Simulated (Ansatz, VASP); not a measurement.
One calculation of Zn, two programs

```
Zn
1.0
     2.58970    0.00000    0.00000
    -1.29485    2.24274    0.00000
     0.00000    0.00000    4.91763
Zn
2
Direct
  0.33333 0.66667 0.25000
  0.66667 0.33333 0.75000
```

Alike in both runs: functional PBEsol; k mesh 18 × 18 × 10; occupations fermi-dirac, width 0.1 eV; no spin polarisation.

Ansatz relaxed the structure, and its values are those at the end. VASP's run is a single point on that final structure, the one shown.

|  | VASP | Ansatz |
| --- | --- | --- |
| version | VASP 6.6.1 | Ansatz 0.2.0 |
| potentials or method | VASP PAW PBE potentials, release 64 (Zn) | PAW with Ansatz's default frozen-core files, scalar-relativistic |
| plane-wave cutoff (eV) | 520 | 420 |
| valence electrons in the cell | 24 | 24 |

|  | VASP | Ansatz | Ansatz less VASP |
| --- | --- | --- | --- |
| pressure (GPa) | 0.5 | 0.0 | -0.49 |

VASP's potentials were made for PBE, not for PBEsol.
